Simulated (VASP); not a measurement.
The system is HfO2.

```
Hf O
1.0
     0.00000    2.52918    2.52918
     2.58887    0.00000    2.52918
     2.58887    2.52918    0.00000
Hf O
1 2
Direct
  0.00000 0.00000 0.00000
  0.25000 0.25000 0.25000
  0.75000 0.75000 0.75000
```

This cell differs from its parent crystal: uniaxial x strain +2.4%.

Base run:

```yaml
Program: VASP 6.6.1
Functional: r2SCAN
Potentials_or_basis: VASP PAW PBE potentials, release 64 (Hf_pv, O)
Cutoff: 520 eV
k_mesh: 8 × 8 × 8
Occupations: gaussian, width 0.01 eV
Spin: no spin polarisation
```

Its results: band gap on the k mesh 4.12 eV, indirect (least direct gap 4.13 eV); pressure -9.7 GPa.

Q: The run is repeated on the same cell with these changes: functional from r2SCAN to PBE; occupations from gaussian, width 0.01 eV to fermi-dirac, width 0.02 eV. What comes out?

A: Band gap on the k mesh 3.60 eV, indirect (least direct gap 3.65 eV); pressure -3.6 GPa.

Caveats: spin-orbit coupling is left out, which moves the levels of the heavy elements; the PAW data sets were made with another functional, which shifts forces and pressure a little (some runs).

A k mesh can miss the band edges.
